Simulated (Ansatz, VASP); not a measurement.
# LiH: VASP beside Ansatz

```
Li H
1.0
     0.00000    1.99847    1.99847
     1.99847    0.00000    1.99847
     1.99847    1.99847    0.00000
Li H
1 1
Direct
  0.00000 0.00000 0.00000
  0.50000 0.50000 0.50000
```

Alike in both runs: task single point; functional PBEsol; k mesh 8 × 8 × 8; no spin polarisation.

|  | VASP | Ansatz |
| --- | --- | --- |
| version | VASP 6.6.1 | Ansatz 0.2.0 |
| potentials or method | VASP PAW PBE potentials, release 64 (Li_sv, H) | plane waves, PAW |
| plane-wave cutoff (eV) | 520 | 420 |
| occupations | gaussian, width 0.01 eV | fixed |
| valence electrons in the cell | 4 | 4 |

```csv
,VASP,Ansatz,Ansatz less VASP
gap on the k mesh at the Fermi level (eV),2.74,2.74,0.000
```

VASP's potentials were made for PBE, not for PBEsol.

Noted on VASP's run: the cutoff is short for stress, so the pressure is rough.
